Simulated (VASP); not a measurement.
## SnO2: single point with PBEsol

Crystal: SnO2.

```xyz
6
Lattice="4.7684 0.0000 0.0000 0.0000 4.7684 0.0000 0.0964 0.0000 3.2124" Properties=species:S:1:pos:R:3 pbc="T T T"
Sn    2.4324    2.3842    1.6062
Sn    0.0000    0.0000    0.0000
O     0.9736    3.8464    1.5939
O     3.8912    0.9220    1.6185
O     1.4588    1.4622    0.0123
O     3.3096    3.3063   -0.0123
```

* Program: VASP 6.6.1
* Task: single point
* Functional: PBEsol
* Potentials or basis: VASP PAW PBE potentials, release 64 (Sn_d, O)
* Cutoff: 520 eV
* k mesh: 6 × 6 × 8
* Occupations: gaussian, width 0.02 eV
* Spin: no spin polarisation
* Dipole correction: no
* Further INCAR settings: ALGO = Normal; EDIFF = 1e-06; NBANDS = 35

```json
{"Pressure": "0.7 GPa", "Largest force": "0.016 eV/Å", "Band gap on the k mesh": "0.90 eV"}
```

Forces in eV/Å, atoms in the order of the input:
```
Sn   0.000  0.000  0.000
Sn   0.000  0.000  0.000
O    0.012 -0.010 -0.004
O   -0.012  0.010  0.004
O   -0.012 -0.010  0.004
O    0.012  0.010 -0.004
```

Stress tensor (GPa, compression positive):
```
 0.57  0.00 -2.70
 0.00  0.65  0.00
-2.70  0.00  0.83
```

Levels at points of the mesh, in eV from the valence-band top:
```
           k point  band 24  band 25  band 26  band 27  band 28  band 29
(0.00, 0.00, 0.00)    -0.78    -0.77     0.00     0.90     5.84     6.00
(0.50, 0.00, 0.00)    -1.23    -0.63    -0.63     4.12     4.12     6.77
(0.00, 0.50, 0.00)    -1.24    -0.63    -0.63     4.12     4.12     6.79
(0.50, 0.50, 0.00)    -1.36    -0.90    -0.90     4.52     4.52     7.20
(0.00, 0.00, 0.50)    -1.65    -1.25    -1.25     5.86     5.86     9.38
(0.50, 0.00, 0.50)    -0.98    -0.82    -0.66     6.06     6.21     7.59
(0.00, 0.50, 0.50)    -1.09    -0.73    -0.73     6.13     6.13     7.71
(0.50, 0.50, 0.50)    -0.99    -0.80    -0.80     4.54     4.54     8.59
```

Run time: 2.9 min on 1 thread of Intel(R) Xeon(R) Platinum 8488C (Sapphire Rapids) (shared host), peak memory 0.31 GiB.

Caveat: the PAW data sets were made with another functional, which shifts forces and pressure a little; spin-orbit coupling is left out, which moves the levels of the heavy elements.
